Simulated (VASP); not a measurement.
# WS2 in VASP: a series of runs, part 3 of 3

VASP 6.6.1.

**6. Single point, PBEsol (strain +0.0300 x Voigt [0, 0, 1, 0, 0, 0])**

The input, INCAR:

```
ALGO = Normal ; EDIFF = 1E-6
ENCUT = 500 ; GGA = PS
GGA_COMPAT = F ; ISIF = 2
ISMEAR = 0 ; LASPH = T
LCHARG = F ; LREAL = F
LWAVE = F ; NBANDS = 20
NELM = 120 ; PREC = Accurate
SIGMA = 0.05
```

The input, KPOINTS:

```
k-points
0
Gamma
  6 6 1
```

The input, POSCAR:

```
WS2
1.0
    3.1835163552      0.0000000000      0.0000000000
   -1.5917581776      2.7570060369      0.0000000000
    0.0000000000      0.0000000000     17.4590952267
W S
1 2
Direct
    0.3333333333      0.6666666667      0.0000000000
    0.6666666667      0.3333333333      0.9079994900
    0.6666666667      0.3333333333      0.0920005100
```

Potentials or basis: VASP PAW PBE potentials, release 64 (W_sv, S).

On the command line:

```sh
$ cat potpaw_PBE.64/W_sv/POTCAR potpaw_PBE.64/S/POTCAR > POTCAR
$ mpirun -np 1 vasp_std > vasp.out
```

OUTCAR:

```text
EDIFF = 1E-6
   ENCUT = 500
   GGA = PS
   ISIF = 2
   ISMEAR = 0
   LASPH = T
   LREAL = F
   NELM = 120
   PREC = Accurate

 ion  position               nearest neighbor table
   1  0.333  0.667  0.000-   2 2.44   3 2.44   2 2.44   3 2.44   2 2.44   3 2.44
   2  0.667  0.333  0.908-   1 2.44   1 2.44   1 2.44
   3  0.667  0.333  0.092-   1 2.44   1 2.44   1 2.44

  LATTYP: Found a hexagonal cell.
 ALAT       =     3.1835163552
 C/A-ratio  =     5.4842172236

  Lattice vectors:

 A1 = (   3.1835163552,   0.0000000000,   0.0000000000)
 A2 = (  -1.5917581776,   2.7570060369,   0.0000000000)
 A3 = (   0.0000000000,   0.0000000000,  17.4590952267)

Analysis of symmetry for initial positions (statically):
=====================================================================
 Subroutine PRICEL returns:
 Original cell was already a primitive cell.

 Routine SETGRP: Setting up the symmetry group for a
 hexagonal supercell.

 Subroutine GETGRP returns: Found 12 space group operations
 (whereof 12 operations were pure point group operations)
 out of a pool of 24 trial point group operations.

The static configuration has the point symmetry D_3h.

Analysis of symmetry for dynamics (positions and initial velocities):
=====================================================================
 Subroutine PRICEL returns:
 Original cell was already a primitive cell.

 Routine SETGRP: Setting up the symmetry group for a
 hexagonal supercell.

 Subroutine GETGRP returns: Found 12 space group operations
 (whereof 12 operations were pure point group operations)
 out of a pool of 24 trial point group operations.

The dynamic configuration has the point symmetry D_3h.

 Subroutine INISYM returns: Found 12 space group operations
 (whereof 12 operations are pure point group operations),
 and found     1 'primitive' translations

----------------------------------------------------------------------------------------

                                     Primitive cell

  volume of cell :     153.2380

  direct lattice vectors                    reciprocal lattice vectors
     3.183516355  0.000000000  0.000000000     0.314118066  0.181356150  0.000000000
    -1.591758178  2.757006037  0.000000000     0.000000000  0.362712300  0.000000000
     0.000000000  0.000000000 17.459095227     0.000000000  0.000000000  0.057276737

  length of vectors
     3.183516355  3.183516355 17.459095227     0.362712300  0.362712300  0.057276737

  position of ions in fractional coordinates (direct lattice)
     0.333333333  0.666666667  0.000000000
     0.666666667  0.333333333  0.907999490
     0.666666667  0.333333333  0.092000510

  ion indices of the primitive-cell ions
   primitive index   ion index
                 1           1
                 2           2
                 3           3

----------------------------------------------------------------------------------------

 KPOINTS: k-points

Automatic generation of k-mesh.
 Grid dimensions read from file:
 generate k-points for:    6    6    1

 Generating k-lattice:

  Cartesian coordinates                     Fractional coordinates (reciprocal lattice)
     0.052353011  0.030226025  0.000000000     0.166666667 -0.000000000  0.000000000
     0.000000000  0.060452050  0.000000000     0.000000000  0.166666667  0.000000000
     0.000000000  0.000000000  0.057276737     0.000000000  0.000000000  1.000000000

  Length of vectors
     0.060452050  0.060452050  0.057276737

  Shift w.r.t. Gamma in fractional coordinates (k-lattice)
     0.000000000  0.000000000  0.000000000

 Subroutine IBZKPT returns following result:
 ===========================================

 Found      7 irreducible k-points:

 Following reciprocal coordinates:
            Coordinates               Weight
  0.000000  0.000000  0.000000      1.000000
  0.166667 -0.000000  0.000000      6.000000
  0.333333 -0.000000  0.000000      6.000000
  0.500000  0.000000  0.000000      3.000000
  0.166667  0.166667  0.000000      6.000000
  0.333333  0.166667  0.000000     12.000000
  0.333333  0.333333  0.000000      2.000000
   k-points           NKPTS =      7   k-points in BZ     NKDIM =      7   number of bands    NBANDS=     20
   number of dos      NEDOS =    301   number of ions     NIONS =      3
   total plane-waves  NPLWV =  73728
   dimension x,y,z NGX =    24 NGY =   24 NGZ =  128
   dimension x,y,z NGXF=    48 NGYF=   48 NGZF=  256
   ions per type =               1   2
   NGX,Y,Z   is equivalent  to a cutoff of  12.53, 12.53, 12.19 a.u.
   NGXF,Y,Z  is equivalent  to a cutoff of  25.07, 25.07, 24.38 a.u.
 SYSTEM =  unknown system
   PREC   = accura    normal or accurate (medium, high low for compatibility)
   ISTART =      0    job   : 0-new  1-cont  2-samecut
   ICHARG =      2    charge: 1-file 2-atom 10-const
   ISPIN  =      1    spin polarized calculation?
   LNONCOLLINEAR =      F non collinear calculations
   LSORBIT =      F    spin-orbit coupling
   LASPH  =      T    aspherical Exc in radial PAW
   ENCUT  =  500.0 eV  36.75 Ry    6.06 a.u.   5.80  5.80 31.83*2*pi/ulx,y,z
   NELM   =    120;   NELMIN=  2; NELMDL= -5     # of ELM steps
   EDIFF  = 0.1E-05   stopping-criterion for ELM
   LREAL  =      F    real-space projection
   EDIFFG = 0.1E-04   stopping-criterion for IOM
   NSW    =      0    number of steps for IOM
   IBRION =     -1    ionic relax: 0-MD 1-quasi-New 2-CG
   NFREE  =      0    steps in history (QN), initial steepest desc. (CG)
   ISIF   =      2    stress and relaxation
   ISYM   =      2    0-nonsym 1-usesym 2-fastsym
   POTIM  = 0.5000    time-step for ionic-motion
   TEBEG  =    0.0;   TEEND  =   0.0 temperature during run
   PSTRESS=    0.0 pullay stress
   NELECT =      26.0000    total number of electrons
   NUPDOWN=      -1.0000    fix difference up-down
   EMIN   =  10.00;   EMAX   =-10.00  energy-range for DOS
   EFERMI =   0.00;   METHOD = LEGACY
   ISMEAR =     0;   SIGMA  =   0.05  broadening in eV -4-tet -1-fermi 0-gaus
   EFERMI_NEDOS =   21; number of points for ismear=-14 and -15
   IALGO  =     38    algorithm
   IMIX   =      4    mixing-type and parameters
     AMIX     =   0.40;   BMIX     =  1.00
     AMIX_MAG =   1.60;   BMIX_MAG =  1.00
  volume/ion in A,a.u.               =      51.08       344.70
  Fermi-wavevector in a.u.,A,eV,Ry     =   0.906311  1.712679 11.175813  0.821399
  Thomas-Fermi vector in A             =   2.029983
   LORBIT       =      0    0 simple, 1 ext, 2 COOP (PROOUT), +10 PAW based schemes
   GGA     = PS    functional components
   LHFCALC =     F    Hartree Fock is set to
   AEXX    =    0.0000 exact exchange contribution
   IVDW    =     0    specifies the selected vdW correction
   LEPSILON=     F    determine dielectric tensor
   LRPA    =     F    only Hartree local field effects (RPA)
 non-spin polarized calculation
 Gauss-broadening in eV      SIGMA  =   0.05
  energy-cutoff  :      500.00
  volume of cell :      153.24
 maximum number of plane-waves:      3909
 NGX is ok and might be reduce to    24
   NGX = 11   NGY = 11   NGZ = 63

 number of electron      26.0000004 magnetization

 Free energy of the ion-electron system (eV)
  ---------------------------------------------------
  ext. energy  EPLUGINS =         0.00000000
  ---------------------------------------------------
  free energy    TOTEN  =       -25.18089068 eV

  energy without entropy =      -25.18089068  energy(sigma->0) =      -25.18089068

 E-fermi :  -0.9622     XC(G=0):  -4.4556

 val. band max:       -1.3417426339   @ k =   0.3333   0.3333   0.0000
 cond. band min:       0.5333950341   @ k =   0.1667   0.1667   0.0000
 fundamental gap:      1.8751376680
 Fermi energy:        -0.9622460952

 k-point     1 :       0.0000    0.0000    0.0000
  band No.  band energies     occupation
      1     -75.3848      2.00000
      2     -39.6121      2.00000
      3     -39.4443      2.00000
      4     -39.4443      2.00000
      5     -15.9518      2.00000
      6     -14.4503      2.00000
[... 12 lines left out ...]
     19       4.1672      0.00000
     20       4.2318      0.00000
[... 116 lines left out ...]
 k-point     7 :       0.3333    0.3333    0.0000
  band No.  band energies     occupation
      1     -75.3663      2.00000
      2     -39.6856      2.00000
      3     -39.6564      2.00000
      4     -39.5458      2.00000
      5     -13.5095      2.00000
      6     -13.4487      2.00000
[... 12 lines left out ...]
     19       5.7114      0.00000
     20       7.9318      0.00000

------------------------ aborting loop because EDIFF is reached ----------------------------------------

  FORCE on cell =-STRESS in cart. coord.  units (eV):
  Direction    XX          YY          ZZ          XY          YZ          ZX
  --------------------------------------------------------------------------------------
  -------------------------------------------------------------------------------------
  Total       -2.2416415     -2.2416415     -3.1738961      0.0000000      0.0000000     -0.0000000
  in kB      -23.4374412    -23.4374412    -33.1846129      0.0000000      0.0000000     -0.0000000
  external PRESSURE =     -26.6864985 kB  Pullay stress =       0.0000000 kB

 VOLUME and BASIS-vectors are now :
 -----------------------------------------------------------------------------
  energy-cutoff  :      500.00
  volume of cell :      153.24
      direct lattice vectors                 reciprocal lattice vectors
     3.183516355  0.000000000  0.000000000     0.314118066  0.181356150  0.000000000
    -1.591758178  2.757006037  0.000000000     0.000000000  0.362712300  0.000000000
     0.000000000  0.000000000 17.459095227     0.000000000  0.000000000  0.057276737

 POSITION                                       TOTAL-FORCE (eV/Angst)
 -----------------------------------------------------------------------------------
     -0.00000      1.83800      0.00000         0.000000     -0.000000      0.000000
      1.59176      0.91900     15.85285        -0.000000      0.000000      0.978197
      1.59176      0.91900      1.60625        -0.000000      0.000000     -0.978197
 -----------------------------------------------------------------------------------
    total drift:                               -0.000000      0.000000     -0.000000

  FREE ENERGIE OF THE ION-ELECTRON SYSTEM (eV)
  ---------------------------------------------------
  free  energy   TOTEN  =       -25.1808906750 eV

  energy  without entropy=      -25.1808906750  energy(sigma->0) =      -25.18089068
```

stdout:

```text
POSCAR found type information on POSCAR W S
 POSCAR found :  2 types and       3 ions
 scaLAPACK will be used
 -----------------------------------------------------------------------------
|                                                                             |
|                                                                             |
|     You enforced a specific xc type in the INCAR file but a different       |
|     I HOPE YOU KNOW WHAT YOU ARE DOING!                                     |
|                                                                             |
 -----------------------------------------------------------------------------

 LDA part: xc-table for (Slater+PW92), standard interpolation
 POSCAR, INCAR and KPOINTS ok, starting setup
 FFT: planning ... GRIDC
 FFT: planning ... GRID_SOFT
 FFT: planning ... GRID
 WAVECAR not read
 entering main loop
```

Wall time 19 s (1 thread of Intel Xeon 6975P-C (Granite Rapids), shared host); peak memory 0.24 GiB.

Results:

```
Free energy            : -25.1809 eV
Largest force          : 0.978 eV/Å
Band gap on the k mesh : 1.88 eV (least direct gap 1.90 eV)
```

Forces on the atoms (eV/Å):
```
W    0.000  0.000  0.000
S    0.000  0.000  0.978
S    0.000  0.000 -0.978
```

Levels at points of the mesh, in eV from the valence-band top:
```tsv
k point	band 9	band 10	band 11	band 12	band 13	band 14	band 15	band 16	band 17	band 18
(0.00, 0.00, 0.00)	-2.65	-2.22	-1.47	-1.47	-0.21	2.84	2.84	2.92	2.92	4.92
(0.50, 0.00, 0.00)	-4.36	-3.26	-2.24	-1.16	-0.96	2.86	3.22	3.90	4.53	5.02
```

Caveat: the cell differs from its parent crystal (strain +0.0300 x Voigt [0, 0, 1, 0, 0, 0]); the PAW data sets were made with another functional, which shifts forces and pressure a little; spin-orbit coupling is left out, which moves the levels of the heavy elements.

**7. Summary**

```tsv
cell	gap on the mesh (eV)	largest force (eV/Å)
a = 3.184, b = 3.184, c = 16.442 Å, angles 90.0, 90.0, 120.0°, 3 atoms	1.43	0.89
a = 3.184, b = 3.184, c = 16.696 Å, angles 90.0, 90.0, 120.0°, 3 atoms	1.61	0.38
a = 3.184, b = 3.184, c = 17.205 Å, angles 90.0, 90.0, 120.0°, 3 atoms	1.84	0.55
a = 3.184, b = 3.184, c = 17.713 Å, angles 90.0, 90.0, 120.0°, 3 atoms	1.78	1.38
a = 3.184, b = 3.184, c = 17.459 Å, angles 90.0, 90.0, 120.0°, 3 atoms	1.88	0.98
```

Alike in all rows: task single point; level PBEsol; potentials or basis VASP PAW PBE potentials, release 64 (W_sv, S); no spin polarisation; k mesh 6 × 6 × 1; cutoff (eV) 500; smearing gaussian 0.05 eV.

Caveats: the PAW data sets were made with another functional, which shifts forces and pressure a little; spin-orbit coupling is left out, which moves the levels of the heavy elements.

Absolute energies hang on the potentials; compare differences alone.
